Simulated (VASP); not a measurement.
Wanted: the native input for a VASP 6.6.1 run.

```
Task                   : single point
Functional             : PBE
Dispersion             : D3(BJ)
Potentials or basis    : VASP PAW PBE potentials, release 64 (Mo_sv, S)
Cutoff                 : 520 eV
k mesh                 : 6 × 6 × 4
Occupations            : gaussian, width 0.05 eV
Spin                   : no spin polarisation
Dipole correction      : no
Further INCAR settings : ALGO = Normal; EDIFF = 1e-07; NBANDS = 64
```

The structure of MoS2 lies in POSCAR:

```
MoS2
1.0
    6.2994479940      0.0000000001      0.0000000000
   -3.1497239971      5.4554819926      0.0000000000
    0.0000000000      0.0000000000      6.6475426602
Mo S
4 8
Direct
    0.5208311224      0.5104155612     -0.0147277642
    0.5000000000      0.0000000000      0.0000000000
    0.0000000000      0.5000000000      0.0000000000
    0.0000000000      0.0000000000      0.0000000000
    0.1666666667      0.3333333333      0.2356692374
    0.1666666667      0.8333333333      0.2356692374
    0.6666666667      0.3333333333      0.2356692374
    0.6666666667      0.8333333333      0.2356692374
    0.1666666667      0.3333333333      0.7643307626
    0.1666666667      0.8333333333      0.7643307626
    0.6666666667      0.3333333333      0.7643307626
    0.6666666667      0.8333333333      0.7643307626
```

This cell differs from its parent crystal: atom 1 (Mo) moved -0.150 Å towards its neighbour atom 5 (S) at 2.400 Å.

One way to write it, as run:

INCAR

```
PREC = Accurate ; ENCUT = 520
EDIFF = 1E-7 ; ISMEAR = 0
SIGMA = 0.05 ; LREAL = F
LASPH = T ; NELM = 100
ALGO = Normal ; ISIF = 2
LWAVE = F ; LCHARG = T
GGA = PE ; IVDW = 12
LELF = T ; LVHAR = T
NBANDS = 64
```

KPOINTS

```
regular mesh
0
Gamma
  6 6 4
```

Potentials or basis: VASP PAW PBE potentials, release 64 (Mo_sv, S).

The run is started by

```console
$ cat potpaw_PBE.64/Mo_sv/POTCAR potpaw_PBE.64/S/POTCAR > POTCAR
$ mpirun -np 1 vasp_std > vasp.out
```

It gave:

```json
{
 "Pressure": "0.3 GPa",
 "Largest force": "3.866 eV/Å",
 "Band gap on the k mesh": "1.03 eV",
 "Dispersion energy per atom": "-0.398 eV"
}
```

Caveat: the cell differs from its parent crystal (atom 1 (Mo) moved -0.150 Å towards its neighbour atom 5 (S) at 2.400 Å); forces of over 1 eV/Å act on the atoms, so gaps and moduli don't describe the material at rest.

It took 19 min on 1 thread of Oxide Virtual Turin-like Processor, on a shared host, peak memory 0.62 GiB.
